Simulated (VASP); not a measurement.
Input of a VASP 6.6.1 run:

Contents of INCAR:

```
  ALGO = Normal
  EDIFF = 1E-6
  ENCUT = 500
  GGA = PS
  GGA_COMPAT = F
  ISIF = 2
  ISMEAR = -1
  ISPIN = 2
  LASPH = T
  LCHARG = T
  LDAU = T
  LDAUJ = 0 0
  LDAUL = 2 -1
  LDAUPRINT = 1
  LDAUTYPE = 2
  LDAUU = 3.9 0
  LELF = T
  LMAXMIX = 4
  LORBIT = 11
  LREAL = F
  LVHAR = T
  LWAVE = F
  MAGMOM = 7 0
  NBANDS = 20
  NELM = 200
  NUPDOWN = 7.0
  PREC = Accurate
  SIGMA = 0.1
```

File KPOINTS:

```
k-points
0
Gamma
  6 6 6
```

File POSCAR:

```
MnS
1.0
    0.0000000000      2.7950000000      2.7950000000
    2.7950000000      0.0000000000      2.7950000000
    2.7950000000      2.7950000000      0.0000000000
Mn S
1 1
Direct
    0.0000000000      0.0000000000      0.0000000000
    0.7500000000      0.7500000000      0.7500000000
```

Potentials or basis: VASP PAW PBE potentials, release 64 (Mn_pv, S).

The run is started by

```console
$ cat potpaw_PBE.64/Mn_pv/POTCAR potpaw_PBE.64/S/POTCAR > POTCAR
$ mpirun -np 1 vasp_std > vasp.out
```

(1) Estimate the pressure.

Results:

(1) 20.6 GPa.

Caveat: the cell stands under pressure; the PAW data sets were made with another functional, which shifts forces and pressure a little; the total moment is fixed, so each spin has its own Fermi level and the state may be an excited one; a cell with one magnetic atom can't hold antiferromagnetic order, which such compounds often take.
